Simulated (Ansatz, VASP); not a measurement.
# One calculation of Sr, two programs

The input INCAR:

```
SYSTEM = Sr
PREC     = Accurate       ! precision mode
ENCUT    = 500            ! plane-wave cutoff, eV
EDIFF    = 1E-6           ! SCF threshold, eV
ISMEAR   = 1              ! smearing method
SIGMA    = 0.6            ! smearing width, eV
LREAL    = .False.        ! projectors in reciprocal space
LASPH    = .True.         ! aspherical terms in the spheres
NELM     = 120            ! most SCF steps
ALGO     = Normal         ! electronic algorithm
ISIF     = 2              ! what is computed and relaxed
LWAVE    = .False.        ! write WAVECAR
LCHARG   = .False.        ! write CHGCAR
NBANDS   = 11             ! bands
GGA_COMPAT= .False.
```

KPOINTS

```
regular mesh
0
Gamma
  9 9 9
  0 0 0
```

Contents of POSCAR:

```
Sr
1.0
    0.0000000000      2.9028949114      2.9028949114
    2.9028949114      0.0000000000      2.9028949114
    2.9028949114      2.9028949114      0.0000000000
Sr
1
Direct
    0.0000000000      0.0000000000      0.0000000000
```

Input for Ansatz:

```yaml
crystal:
  lattice:
    - [0.0, 2.9028949114, 2.9028949114]
    - [2.9028949114, 0.0, 2.9028949114]
    - [2.9028949114, 2.9028949114, 0.0]
  atoms:
    - { symbol: Sr, position: [0.0, 0.0, 0.0] }
hamiltonian:
  xc: lda
  pseudopotentials:
    kind: paw
    azcp:
      Sr: "pseudopotentials/Sr.paw.azcp"
basis:
  ecutwfc: 420
  fft_grid_basis: typed
kpoints:
  mp_grid: { grid: [9, 9, 9], shift: [0, 0, 0] }
magnetization:
  spin_polarized: false
scf:
  occupations: { method: cold, width: 0.6 }
  lower_state_search: "off"
output:
  stress: true
```

Alike in both runs: task single point; functional LDA; k mesh 9 × 9 × 9; no spin polarisation.

|  | VASP | Ansatz |
| --- | --- | --- |
| version | VASP 6.6.1 | Ansatz 0.2.0 |
| potentials or method | VASP PAW LDA potentials, release 64 (Sr_sv), cutoff 500 eV | plane waves (420 eV) with PAW, scalar-relativistic |
| occupations | methfessel-paxton of order 1, width 0.6 eV | cold, width 0.6 eV |
| valence electrons in the cell | 10 | 10 |

Ansatz gave:

| Quantity | Value |
| --- | --- |
| pressure (GPa) | 0.0 |

Estimate VASP's values.

pressure (GPa): -0.1.

Ansatz warns that its potentials were made for another functional, while VASP's fit it. LDA's correlation is that of Perdew and Zunger in VASP and of Perdew and Wang (1992) in Ansatz.
